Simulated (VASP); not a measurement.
# BaIr3 (Pm-3m) in VASP: further runs, part 3 of 3

VASP 6.6.1.

### 4 Relaxation of cell and atoms, PBE

File INCAR:

```
ALGO     = Fast           # electronic algorithm
EDIFF    = 1E-6           # SCF threshold, eV
EDIFFG   = -0.01          # ionic threshold
ENCUT    = 600            # plane-wave cutoff, eV
GGA      = PE             # functional
IBRION   = 2              # ionic algorithm
ISIF     = 3              # what is computed and relaxed
ISMEAR   = 0              # smearing method
LASPH    = True           # aspherical terms in the spheres
LCHARG   = False          # write CHGCAR
LREAL    = False          # projectors in reciprocal space
LWAVE    = False          # write WAVECAR
NELM     = 80             # most SCF steps
NSW      = 100            # ionic steps
PREC     = Accurate       # precision mode
SIGMA    = 0.1            # smearing width, eV
```

File KPOINTS:

```
k-points
0
Gamma
  12 12 12
```

File POSCAR:

```
BaIr3
1.0
    4.2383974027      0.0000000000      0.0000000000
    0.0000000000      4.2383974027      0.0000000000
    0.0000000000      0.0000000000      4.2383974027
Ba Ir
1 3
Direct
    0.0000000000      0.0000000000      0.0000000000
    0.0000000000      0.5000000000      0.5000000000
    0.5000000000      0.0000000000      0.5000000000
    0.5000000000      0.5000000000      0.0000000000
```

Potentials or basis: VASP PAW PBE potentials, release 64 (Ba_sv, Ir).

Launch:

```bash
$ cat potpaw_PBE.64/Ba_sv/POTCAR potpaw_PBE.64/Ir/POTCAR > POTCAR
$ mpirun -np 1 vasp_std > vasp.out
```

OUTCAR:

```text
EDIFF = 1E-6
   EDIFFG = -0.01
   ENCUT = 600
   GGA = PE
   IBRION = 2
   ISIF = 3
   ISMEAR = 0
   LASPH = True
   LREAL = False
   NELM = 80
   NSW = 100
   PREC = Accurate

 ion  position               nearest neighbor table
   1  0.000  0.000  0.000-   2 3.00   3 3.00   4 3.00   2 3.00   3 3.00   2 3.00   4 3.00   2 3.00
                             3 3.00   4 3.00   3 3.00   4 3.00
   2  0.000  0.500  0.500-   1 3.00   3 3.00   4 3.00   1 3.00   4 3.00   1 3.00   3 3.00   1 3.00
                             3 3.00   4 3.00   4 3.00   3 3.00
   3  0.500  0.000  0.500-   1 3.00   2 3.00   4 3.00   1 3.00   4 3.00   2 3.00   4 3.00   4 3.00
                             1 3.00   2 3.00   1 3.00   2 3.00
   4  0.500  0.500  0.000-   1 3.00   2 3.00   3 3.00   2 3.00   3 3.00   1 3.00   3 3.00   3 3.00
                             1 3.00   2 3.00   2 3.00   1 3.00

  LATTYP: Found a simple cubic cell.
 ALAT       =     4.2383974027

  Lattice vectors:

 A1 = (   4.2383974027,   0.0000000000,   0.0000000000)
 A2 = (   0.0000000000,   4.2383974027,   0.0000000000)
 A3 = (   0.0000000000,   0.0000000000,   4.2383974027)

Analysis of symmetry for initial positions (statically):
=====================================================================
 Subroutine PRICEL returns:
 Original cell was already a primitive cell.

 Routine SETGRP: Setting up the symmetry group for a
 simple cubic supercell.

 Subroutine GETGRP returns: Found 48 space group operations
 (whereof 48 operations were pure point group operations)
 out of a pool of 48 trial point group operations.

The static configuration has the point symmetry O_h .

Analysis of symmetry for dynamics (positions and initial velocities):
=====================================================================
 Subroutine PRICEL returns:
 Original cell was already a primitive cell.

 Routine SETGRP: Setting up the symmetry group for a
 simple cubic supercell.

 Subroutine GETGRP returns: Found 48 space group operations
 (whereof 48 operations were pure point group operations)
 out of a pool of 48 trial point group operations.

The dynamic configuration has the point symmetry O_h .

 Subroutine INISYM returns: Found 48 space group operations
 (whereof 48 operations are pure point group operations),
 and found     1 'primitive' translations

----------------------------------------------------------------------------------------

                                     Primitive cell

  volume of cell :      76.1386

  direct lattice vectors                    reciprocal lattice vectors
     4.238397403  0.000000000  0.000000000     0.235938234  0.000000000  0.000000000
     0.000000000  4.238397403  0.000000000     0.000000000  0.235938234  0.000000000
     0.000000000  0.000000000  4.238397403     0.000000000  0.000000000  0.235938234

  length of vectors
     4.238397403  4.238397403  4.238397403     0.235938234  0.235938234  0.235938234

  position of ions in fractional coordinates (direct lattice)
     0.000000000  0.000000000  0.000000000
     0.000000000  0.500000000  0.500000000
     0.500000000  0.000000000  0.500000000
     0.500000000  0.500000000  0.000000000

[... 36 lines left out ...]
  0.083333  0.000000  0.000000      6.000000
  0.166667  0.000000  0.000000      6.000000
  0.250000  0.000000  0.000000      6.000000
  0.333333  0.000000  0.000000      6.000000
  0.416667  0.000000  0.000000      6.000000
[... 16 lines left out ...]
  0.333333  0.333333  0.000000     12.000000
  0.416667  0.333333  0.000000     24.000000
 [... further k-points ...]
   k-points           NKPTS =     84   k-points in BZ     NKDIM =     84   number of bands    NBANDS=     22
   number of dos      NEDOS =    301   number of ions     NIONS =      4
   total plane-waves  NPLWV =  46656
   dimension x,y,z NGX =    36 NGY =   36 NGZ =   36
   dimension x,y,z NGXF=    72 NGYF=   72 NGZF=   72
   ions per type =               1   3
   NGX,Y,Z   is equivalent  to a cutoff of  14.12, 14.12, 14.12 a.u.
   NGXF,Y,Z  is equivalent  to a cutoff of  28.24, 28.24, 28.24 a.u.
 SYSTEM =  unknown system
   PREC   = accura    normal or accurate (medium, high low for compatibility)
   ISTART =      0    job   : 0-new  1-cont  2-samecut
   ICHARG =      2    charge: 1-file 2-atom 10-const
   ISPIN  =      1    spin polarized calculation?
   LNONCOLLINEAR =      F non collinear calculations
   LSORBIT =      F    spin-orbit coupling
   LASPH  =      T    aspherical Exc in radial PAW
   ENCUT  =  600.0 eV  44.10 Ry    6.64 a.u.   8.47  8.47  8.47*2*pi/ulx,y,z
   NELM   =     80;   NELMIN=  2; NELMDL= -5     # of ELM steps
   EDIFF  = 0.1E-05   stopping-criterion for ELM
   LREAL  =      F    real-space projection
   EDIFFG = -.1E-01   stopping-criterion for IOM
   NSW    =    100    number of steps for IOM
   IBRION =      2    ionic relax: 0-MD 1-quasi-New 2-CG
   NFREE  =      1    steps in history (QN), initial steepest desc. (CG)
   ISIF   =      3    stress and relaxation
   ISYM   =      2    0-nonsym 1-usesym 2-fastsym
   POTIM  = 0.5000    time-step for ionic-motion
   TEBEG  =    0.0;   TEEND  =   0.0 temperature during run
   PSTRESS=    0.0 pullay stress
   NELECT =      37.0000    total number of electrons
   NUPDOWN=      -1.0000    fix difference up-down
   EMIN   =  10.00;   EMAX   =-10.00  energy-range for DOS
   EFERMI =   0.00;   METHOD = LEGACY
   ISMEAR =     0;   SIGMA  =   0.10  broadening in eV -4-tet -1-fermi 0-gaus
   EFERMI_NEDOS =   21; number of points for ismear=-14 and -15
   IALGO  =     68    algorithm
   IMIX   =      4    mixing-type and parameters
     AMIX     =   0.40;   BMIX     =  1.00
     AMIX_MAG =   1.60;   BMIX_MAG =  1.00
  volume/ion in A,a.u.               =      19.03       128.45
  Fermi-wavevector in a.u.,A,eV,Ry     =   1.287085  2.432237 22.539228  1.656587
  Thomas-Fermi vector in A             =   2.419120
   LORBIT       =      0    0 simple, 1 ext, 2 COOP (PROOUT), +10 PAW based schemes
   GGA     = PE    functional components
   LHFCALC =     F    Hartree Fock is set to
   AEXX    =    0.0000 exact exchange contribution
   IVDW    =     0    specifies the selected vdW correction
   LEPSILON=     F    determine dielectric tensor
   LRPA    =     F    only Hartree local field effects (RPA)
 conjugate gradient relaxation of ions
 non-spin polarized calculation
 RMM-DIIS sequential band-by-band and
 Gauss-broadening in eV      SIGMA  =   0.10
  energy-cutoff  :      600.00
  volume of cell :       76.14
 maximum number of plane-waves:      2562
 NGX is ok and might be reduce to    36
   NGX = 17   NGY = 17   NGZ = 17

--------------------------------------- Ionic step        1  -------------------------------------------

 number of electron      36.9999995 magnetization

 Free energy of the ion-electron system (eV)
  ---------------------------------------------------
  ext. energy  EPLUGINS =         0.00000000
  ---------------------------------------------------
  free energy    TOTEN  =       -24.82380565 eV

  energy without entropy =      -24.80029456  energy(sigma->0) =      -24.81205010

------------------------ aborting loop because EDIFF is reached ----------------------------------------

  FORCE on cell =-STRESS in cart. coord.  units (eV):
  Direction    XX          YY          ZZ          XY          YZ          ZX
  --------------------------------------------------------------------------------------
  -------------------------------------------------------------------------------------
  Total        0.9364592      0.9364592      0.9364592     -0.0000000     -0.0000000      0.0000000
  in kB       19.7058159     19.7058159     19.7058159     -0.0000000     -0.0000000      0.0000000
  external PRESSURE =      19.7058159 kB  Pullay stress =       0.0000000 kB
[... 63 lines left out ...]
--------------------------------------- Ionic step        3  -------------------------------------------

 number of electron      36.9999997 magnetization

 Free energy of the ion-electron system (eV)
  ---------------------------------------------------
  ext. energy  EPLUGINS =         0.00000000
  ---------------------------------------------------
  free energy    TOTEN  =       -24.83022843 eV

  energy without entropy =      -24.80632577  energy(sigma->0) =      -24.81827710

 E-fermi :   5.7601     XC(G=0): -12.1665

 val. band max:        5.7584418154   @ k =   0.3333   0.2500   0.0000
 cond. band min:       5.7611344558   @ k =   0.4167   0.1667   0.0833
 fundamental gap:      0.0026926403
 Fermi energy:         5.7600874450

 k-point     1 :       0.0000    0.0000    0.0000
  band No.  band energies     occupation
      1     -19.7722      2.00000
      2      -5.2157      2.00000
      3      -5.2157      2.00000
      4      -5.2157      2.00000
      5      -0.7747      2.00000
      6       1.3341      2.00000
[... 589 lines left out ...]
     21       6.0831      0.00000
     22       8.6039      0.00000

 [... further k-points ...]
[... 5 lines left out ...]
  --------------------------------------------------------------------------------------
  -------------------------------------------------------------------------------------
  Total        0.0023504      0.0023504      0.0023504      0.0000000      0.0000000      0.0000000
  in kB        0.0487752      0.0487752      0.0487752      0.0000000      0.0000000      0.0000000
  external PRESSURE =       0.0487752 kB  Pullay stress =       0.0000000 kB
[... 19 lines left out ...]
  FREE ENERGIE OF THE ION-ELECTRON SYSTEM (eV)
  ---------------------------------------------------
  free  energy   TOTEN  =       -24.8302284275 eV

  energy  without entropy=      -24.8063257713  energy(sigma->0) =      -24.81827710

 reached required accuracy - stopping structural energy minimisation
```

Run time: 10 min. Hardware: 1 thread of Oxide Virtual Turin-like, shared host; peak memory 0.31 GiB.

Results:

```
Free energy                            : -24.8302 eV
Relaxed volume                         : 19.30 Å³/atom
Relaxed cell                           : a = 4.258 Å, b = 4.258 Å, c = 4.258 Å, α = 90.00°, β = 90.00°, γ = 90.00°
Space group after relaxing (to 0.05 Å) : Pm-3m (No. 221)
Energy gained by relaxing              : 1.6 meV/atom
Ionic steps                            : 3
Pressure after relaxing                : 0.0 GPa
```

Step by step:
| step | energy change (eV) | largest force (eV/Å) | pressure (GPa) | volume (Å³) |
| --- | --- | --- | --- | --- |
| 1 | 0.0000 | 0.0000 | 1.97 | 76.14 |
| 2 | 0.0062 | 0.0000 | -2.55 | 78.75 |
| 3 | -0.0064 | 0.0000 | 0.00 | 77.21 |

Final structure:
```
CELL_PARAMETERS angstrom
4.25812 0.00000 0.00000
0.00000 4.25812 0.00000
0.00000 0.00000 4.25812
ATOMIC_POSITIONS crystal
Ba 0.00000 0.00000 0.00000
Ir 0.00000 0.50000 0.50000
Ir 0.50000 0.00000 0.50000
Ir 0.50000 0.50000 0.00000
```

Caveat: spin-orbit coupling is left out, which moves the levels of the heavy elements.

### 5 Overview

| task | cell | k mesh | cutoff (eV) | gap on the mesh (eV) | pressure (GPa) |
| --- | --- | --- | --- | --- | --- |
| single point | a = 4.238 Å, 4 atoms | 4 × 4 × 4 | 520 | none | 2.1 |
| single point | a = 4.222 Å, 4 atoms | 12 × 12 × 12 | 520 | none | 3.7 |
| relaxation of cell and atoms | relaxed from a = 4.238 Å, 4 atoms | 12 × 12 × 12 | 600 | none | 0.0 |

Alike in all rows: level PBE; potentials or basis VASP PAW PBE potentials, release 64 (Ba_sv, Ir); no spin polarisation; smearing gaussian 0.1 eV.

Caveats: some runs use coarse meshes; spin-orbit coupling is left out, which moves the levels of the heavy elements.

Absolute energies hang on the potentials; compare differences alone.
